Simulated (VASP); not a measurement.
PbS, 2 atoms in the cell. The structure is cubic, space group Fm-3m (No. 225). Conventional cell: a = 5.931 Å, b = 5.931 Å, c = 5.931 Å, α = 90.00°, β = 90.00°, γ = 90.00°. Pb (site symmetry m-3m) has 6 S at 2.97 Å within 3.9 Å. Within 3.9 Å of S (site symmetry m-3m) lie 6 Pb at 2.97 Å. 

```yaml
Program: VASP 6.6.1
Task: relaxation of cell and atoms
Functional: PBE
Potentials_or_basis: VASP PAW PBE potentials, release 64 (Pb_d, S)
Cutoff: 500 eV
k_mesh: 6 × 6 × 6
Occupations: fermi-dirac, width 0.1 eV
Spin: no spin polarisation
Target_pressure: 30 GPa
Dipole_correction: no
Further_INCAR_settings: ALGO = Normal; EDIFF = 1e-07; IBRION = 2; EDIFFG = -0.01; NSW = 80; ISIF = 3
```

Potentials or basis: VASP PAW PBE potentials, release 64 (Pb_d, S).

The run is started by

```bash
$ cat potpaw_PBE.64/Pb_d/POTCAR potpaw_PBE.64/S/POTCAR > POTCAR
$ mpirun -np 1 vasp_std > vasp.out
```

Hardware: 1 thread of Intel(R) Xeon(R) 6975P-C (Granite Rapids), with other jobs on the host.

How long does it take, and how much memory?

It took 25 s on 1 thread of Intel(R) Xeon(R) 6975P-C (Granite Rapids), with other jobs on the host, peak memory 0.19 GiB. Counts: scf iterations 59, k points 16, ion steps 5.
